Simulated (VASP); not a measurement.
# CaO (Fm-3m) in VASP: single point with PBE

Aim: the single point of CaO with PBE.

All numbers are computed with VASP 6.6.1; they aren't measurements. Logs are shortened: lines on timing, memory, paths and dates and some standing lists are left out, and cuts for length are marked.

**1. The cell of the first run**

It takes space group Fm-3m (No. 225, cubic). The conventional cell has a = 4.831 Å, b = 4.831 Å, c = 4.831 Å, α = 90.00°, β = 90.00°, γ = 90.00°. Within 3.2 Å of Ca (site symmetry m-3m) lie 6 O at 2.42 Å. Within 3.2 Å of O (site symmetry m-3m) lie 6 Ca at 2.42 Å.

**2. Single point, PBE**

Input file INCAR:

```
SYSTEM = CaO
  PREC = Accurate
  ENCUT = 600
  EDIFF = 1E-6
  ISMEAR = 0
  SIGMA = 0.01
  LREAL = .FALSE.
  LASPH = .TRUE.
  NELM = 120
  ALGO = Normal
  ISIF = 2
  LWAVE = .FALSE.
  LCHARG = .TRUE.
  GGA = PE
  LELF = .TRUE.
  LVHAR = .TRUE.
  NBANDS = 15
  GGA_COMPAT = .FALSE.
```

Input file KPOINTS:

```
regular mesh
0
G
  6 6 6
  0 0 0
```

Input file POSCAR:

```
CaO
1.0
    0.0000000000      2.4153651321      2.4153651321
    2.4153651321      0.0000000000      2.4153651321
    2.4153651321      2.4153651321      0.0000000000
Ca O
1 1
Direct
    0.0000000000      0.0000000000      0.0000000000
    0.5000000000      0.5000000000      0.5000000000
```

Potentials or basis: VASP PAW PBE potentials, release 64 (Ca_sv, O).

Launch:

```
$ cat potpaw_PBE.64/Ca_sv/POTCAR potpaw_PBE.64/O/POTCAR > POTCAR
$ mpirun -np 1 vasp_std > vasp.out
```

OUTCAR:

```text
SYSTEM = CaO
   PREC = Accurate
   ENCUT = 600
   EDIFF = 1E-6
   ISMEAR = 0
   LREAL = .FALSE.
   LASPH = .TRUE.
   NELM = 120
   ISIF = 2
   GGA = PE

 ion  position               nearest neighbor table
   1  0.000  0.000  0.000-   2 2.42   2 2.42   2 2.42   2 2.42   2 2.42   2 2.42
   2  0.500  0.500  0.500-   1 2.42   1 2.42   1 2.42   1 2.42   1 2.42   1 2.42

  LATTYP: Found a face centered cubic cell.
 ALAT       =     4.8307302642

  Lattice vectors:

 A1 = (   0.0000000000,   2.4153651321,   2.4153651321)
 A2 = (   2.4153651321,   0.0000000000,   2.4153651321)
 A3 = (   2.4153651321,   2.4153651321,   0.0000000000)

Analysis of symmetry for initial positions (statically):
=====================================================================
 Subroutine PRICEL returns:
 Original cell was already a primitive cell.

 Routine SETGRP: Setting up the symmetry group for a
 face centered cubic supercell.

 Subroutine GETGRP returns: Found 48 space group operations
 (whereof 48 operations were pure point group operations)
 out of a pool of 48 trial point group operations.

The static configuration has the point symmetry O_h .

Analysis of symmetry for dynamics (positions and initial velocities):
=====================================================================
 Subroutine PRICEL returns:
 Original cell was already a primitive cell.

 Routine SETGRP: Setting up the symmetry group for a
 face centered cubic supercell.

 Subroutine GETGRP returns: Found 48 space group operations
 (whereof 48 operations were pure point group operations)
 out of a pool of 48 trial point group operations.

The dynamic configuration has the point symmetry O_h .

 Subroutine INISYM returns: Found 48 space group operations
 (whereof 48 operations are pure point group operations),
 and found     1 'primitive' translations

----------------------------------------------------------------------------------------

                                     Primitive cell

  volume of cell :      28.1824

  direct lattice vectors                    reciprocal lattice vectors
     0.000000000  2.415365132  2.415365132    -0.207008039  0.207008039  0.207008039
     2.415365132  0.000000000  2.415365132     0.207008039 -0.207008039  0.207008039
     2.415365132  2.415365132  0.000000000     0.207008039  0.207008039 -0.207008039

  length of vectors
     3.415842128  3.415842128  3.415842128     0.358548442  0.358548442  0.358548442

  position of ions in fractional coordinates (direct lattice)
     0.000000000  0.000000000  0.000000000
     0.500000000  0.500000000  0.500000000
[... 79 lines left out ...]
   NELECT =      16.0000    total number of electrons
   NUPDOWN=      -1.0000    fix difference up-down
   EMIN   =  10.00;   EMAX   =-10.00  energy-range for DOS
   EFERMI =   0.00;   METHOD = LEGACY
   ISMEAR =     0;   SIGMA  =   0.01  broadening in eV -4-tet -1-fermi 0-gaus
   EFERMI_NEDOS =   21; number of points for ismear=-14 and -15
   IALGO  =     38    algorithm
   IMIX   =      4    mixing-type and parameters
     AMIX     =   0.40;   BMIX     =  1.00
     AMIX_MAG =   1.60;   BMIX_MAG =  1.00
  volume/ion in A,a.u.               =      14.09        95.09
  Fermi-wavevector in a.u.,A,eV,Ry     =   1.355570  2.561656 25.001668  1.837571
  Thomas-Fermi vector in A             =   2.482647
   LORBIT       =      0    0 simple, 1 ext, 2 COOP (PROOUT), +10 PAW based schemes
   GGA     = PE    functional components
   LHFCALC =     F    Hartree Fock is set to
   AEXX    =    0.0000 exact exchange contribution
   IVDW    =     0    specifies the selected vdW correction
   LEPSILON=     F    determine dielectric tensor
   LRPA    =     F    only Hartree local field effects (RPA)
 non-spin polarized calculation
 Gauss-broadening in eV      SIGMA  =   0.01
  energy-cutoff  :      600.00
  volume of cell :       28.18
 maximum number of plane-waves:       960
   NGX = 13   NGY = 13   NGZ = 13

 number of electron      15.9999999 magnetization

 Free energy of the ion-electron system (eV)
  ---------------------------------------------------
  ext. energy  EPLUGINS =         0.00000000
  ---------------------------------------------------
  free energy    TOTEN  =       -12.80744276 eV

  energy without entropy =      -12.80744276  energy(sigma->0) =      -12.80744276

 E-fermi :   2.3257     XC(G=0): -10.4016

 val. band max:        2.2641200027   @ k =   0.0000   0.0000   0.0000
 cond. band min:       5.9037457738   @ k =   0.5000   0.5000   0.0000
 fundamental gap:      3.6396257711
 Fermi energy:         2.3257060506

 k-point     1 :       0.0000    0.0000    0.0000
  band No.  band energies     occupation
      1     -35.4354      2.00000
      2     -16.2103      2.00000
      3     -16.2103      2.00000
      4     -16.2103      2.00000
      5     -13.2392      2.00000
      6       2.2641      2.00000
      7       2.2641      2.00000
      8       2.2641      2.00000
      9       6.8557      0.00000
     10       8.4519      0.00000
     11       8.4519      0.00000
     12       8.4519      0.00000
     13       9.9294      0.00000
     14       9.9294      0.00000
[... 257 lines left out ...]
      2     -16.6941      2.00000
      3     -16.5661      2.00000
      4     -16.5168      2.00000
      5     -12.7275      2.00000
      6       1.0508      2.00000
      7       1.2078      2.00000
      8       1.4568      2.00000
      9       7.2639      0.00000
     10       9.8615      0.00000
     11      10.4946      0.00000
     12      11.6993      0.00000
     13      11.8538      0.00000
     14      15.0263      0.00000
     15      15.7147      0.00000

------------------------ aborting loop because EDIFF is reached ----------------------------------------

  FORCE on cell =-STRESS in cart. coord.  units (eV):
  Direction    XX          YY          ZZ          XY          YZ          ZX
  --------------------------------------------------------------------------------------
  -------------------------------------------------------------------------------------
  Total        0.0759420      0.0759420      0.0759420      0.0000000      0.0000000      0.0000000
  in kB        4.3173191      4.3173191      4.3173191      0.0000000      0.0000000      0.0000000
  external PRESSURE =       4.3173191 kB  Pullay stress =       0.0000000 kB

 VOLUME and BASIS-vectors are now :
 -----------------------------------------------------------------------------
  energy-cutoff  :      600.00
  volume of cell :       28.18
      direct lattice vectors                 reciprocal lattice vectors
     0.000000000  2.415365132  2.415365132    -0.207008039  0.207008039  0.207008039
     2.415365132  0.000000000  2.415365132     0.207008039 -0.207008039  0.207008039
     2.415365132  2.415365132  0.000000000     0.207008039  0.207008039 -0.207008039

 POSITION                                       TOTAL-FORCE (eV/Angst)
 -----------------------------------------------------------------------------------
      0.00000      0.00000      0.00000         0.000000     -0.000000      0.000000
      2.41537      2.41537      2.41537        -0.000000      0.000000     -0.000000
 -----------------------------------------------------------------------------------
    total drift:                                0.000000      0.000000      0.000000

  FREE ENERGIE OF THE ION-ELECTRON SYSTEM (eV)
  ---------------------------------------------------
  free  energy   TOTEN  =       -12.8074427581 eV

  energy  without entropy=      -12.8074427581  energy(sigma->0) =      -12.80744276
```

OSZICAR:

```text
N       E                     dE             d eps       ncg     rms          rms(c)
DAV:   1     0.132275835267E+03    0.13228E+03   -0.94448E+03   480   0.123E+03
DAV:   2    -0.868554667598E+01   -0.14096E+03   -0.13039E+03   615   0.298E+02
DAV:   3    -0.143626169087E+02   -0.56771E+01   -0.56333E+01   564   0.625E+01
DAV:   4    -0.145160613654E+02   -0.15344E+00   -0.15332E+00   689   0.859E+00
DAV:   5    -0.145168624925E+02   -0.80113E-03   -0.80112E-03   564   0.648E-01    0.855E+00
DAV:   6    -0.128863314515E+02    0.16305E+01   -0.51463E+00   530   0.219E+01    0.363E+00
DAV:   7    -0.128109073749E+02    0.75424E-01   -0.42434E-01   537   0.667E+00    0.181E+00
DAV:   8    -0.128082921708E+02    0.26152E-02   -0.77680E-02   613   0.301E+00    0.422E-01
DAV:   9    -0.128067853794E+02    0.15068E-02   -0.48101E-03   487   0.573E-01    0.111E-01
DAV:  10    -0.128074677483E+02   -0.68237E-03   -0.78098E-04   565   0.251E-01    0.440E-02
DAV:  11    -0.128074429629E+02    0.24785E-04   -0.53424E-05   593   0.863E-02    0.742E-03
DAV:  12    -0.128074427581E+02    0.20478E-06   -0.78722E-06   571   0.251E-02
   1 F= -.12807443E+02 E0= -.12807443E+02  d E =-.264216E-20
```

stdout:

```text
POSCAR found type information on POSCAR CaO
 POSCAR found :  2 types and       2 ions
 scaLAPACK will be used
 LDA part: xc-table for (Slater+PW92), standard interpolation
 POSCAR, INCAR and KPOINTS ok, starting setup
 FFT: planning ... GRIDC
 FFT: planning ... GRID_SOFT
 FFT: planning ... GRID
 WAVECAR not read
 entering main loop
```

Run time: 7.9 s. Hardware: 1 thread of Intel Xeon Platinum 8488C (Sapphire Rapids), shared host; peak memory 0.15 GiB.

Results:

| Quantity | Value |
| --- | --- |
| Free energy | -12.8074 eV |
| Pressure | 0.4 GPa |
| Band gap on the k mesh | 3.64 eV (least direct gap 4.02 eV) |

A k mesh can miss the band edges.
